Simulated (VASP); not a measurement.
Write the native input for VASP 6.6.1 that does the following.

```
Task                   : single point
Functional             : PBE
Dispersion             : D3(BJ)
Potentials or basis    : VASP PAW PBE potentials, release 64 (Ta_pv, N, H)
Cutoff                 : 520 eV
k mesh                 : 4 × 4 × 1
Occupations            : gaussian, width 0.1 eV
Spin                   : no spin polarisation
Dipole correction      : yes
Further INCAR settings : LREAL = Auto; ALGO = Normal; EDIFF = 1e-06; NBANDS = 84
```

The structure of Ta12H3N lies in POSCAR:

```
Ta12H3N
1.0
    5.6896945745      0.0000000000      0.0000000000
   -1.8965648582      5.3642954887      0.0000000000
    0.0000000000      0.0000000000     24.2511161666
Ta N H
12 1 3
Direct
    0.2500000000      0.2500000000      0.3298817236
    0.2500000000      0.7500000000      0.3298817236
    0.7500000000      0.2500000000      0.3298817236
    0.7500000000      0.7500000000      0.3298817236
    0.4994774058      0.5006123136      0.4225672053
    0.5006503488      0.0006039368      0.4236826166
   -0.0005232302      0.4993905420      0.4237313105
    0.0007026188     -0.0006586473      0.4225995510
    0.7494240621      0.7498625269      0.5151017813
    0.7499373988      0.2489944150      0.5170456860
    0.2505396443      0.7503295258      0.5242692270
    0.2496972758      0.2508400643      0.5150835473
    1.2487314554      0.7507441091      0.6197159915
    1.4276289052      0.8020192680      0.6343193465
    1.1677881345      0.8774006550      0.6326370635
    1.1476692007      0.5771460180      0.6340913707
```

These files were run (other wordings do the same):

INCAR

```
PREC = Accurate
ENCUT = 520
EDIFF = 1E-6
ISMEAR = 0
SIGMA = 0.1
LREAL = Auto
LASPH = True
NELM = 100
ALGO = Normal
ISIF = 2
LWAVE = False
LCHARG = False
LDIPOL = True
IDIPOL = 3
DIPOL = 0.5 0.5 0.475
GGA = PE
IVDW = 12
NBANDS = 84
```

KPOINTS

```
Automatic mesh
0
Gamma
  4 4 1
```

Potentials or basis: VASP PAW PBE potentials, release 64 (Ta_pv, N, H).

Command:

```sh
$ cat potpaw_PBE.64/Ta_pv/POTCAR potpaw_PBE.64/N/POTCAR potpaw_PBE.64/H/POTCAR > POTCAR
$ mpirun -np 1 vasp_std > vasp.out
```

It gave:

```json
{
  "Largest force": "0.222 eV/Å",
  "Band gap on the k mesh": "zero (bands 70 and 71 overlap by 0.94 eV)",
  "Dispersion energy per atom": "-0.340 eV"
}
```

Caveat: spin-orbit coupling is left out, which moves the levels of the heavy elements.

Wall time 17 min on 1 thread of Intel(R) Xeon(R) 6975P-C (Granite Rapids), with other jobs on the host, peak memory 0.86 GiB.
